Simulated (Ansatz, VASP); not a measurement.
# NaReS2 in VASP and in Ansatz

```xyz
4
Lattice="1.8344 1.0591 6.2395 -1.8344 1.0591 6.2395 0.0000 -2.1182 6.2395" Properties=species:S:1:pos:R:3 pbc="T T T"
Na    0.0000    0.0000    0.0000
Re    0.0000    0.0000    9.3593
S     0.0000    0.0000    4.3198
S     0.0000    0.0000   14.3988
```

Alike in both runs: functional PBE; k mesh 15 × 15 × 15; occupations gaussian, width 0.1 eV; no spin polarisation.

Ansatz relaxed the structure, and its values are those at the end. VASP's run is a single point on that final structure, the one shown.

|  | VASP | Ansatz |
| --- | --- | --- |
| version | VASP 6.6.1 | Ansatz 0.2.0 |
| potentials or method | VASP PAW PBE potentials, release 64 (Na_pv, Re, S), cutoff 520 eV | scalar-relativistic, plane waves, PAW |
| valence electrons in the cell | 26 | 36 |

|  | VASP | Ansatz | Ansatz less VASP |
| --- | --- | --- | --- |
| gap on the k mesh at the Fermi level (eV) | none | none | - |
| pressure (GPa) | 0.3 | 0.0 | -0.28 |
| rms of the force components (eV/Å) | 0.019 | 0.000 | -0.0192 |

A gap of «none» marks a metal or a gap that the smearing closes. VASP's potentials hold 26 valence electrons a cell and Ansatz's 36, so a difference there can come from the potentials and not from the codes.

Neither program's run includes spin-orbit coupling.
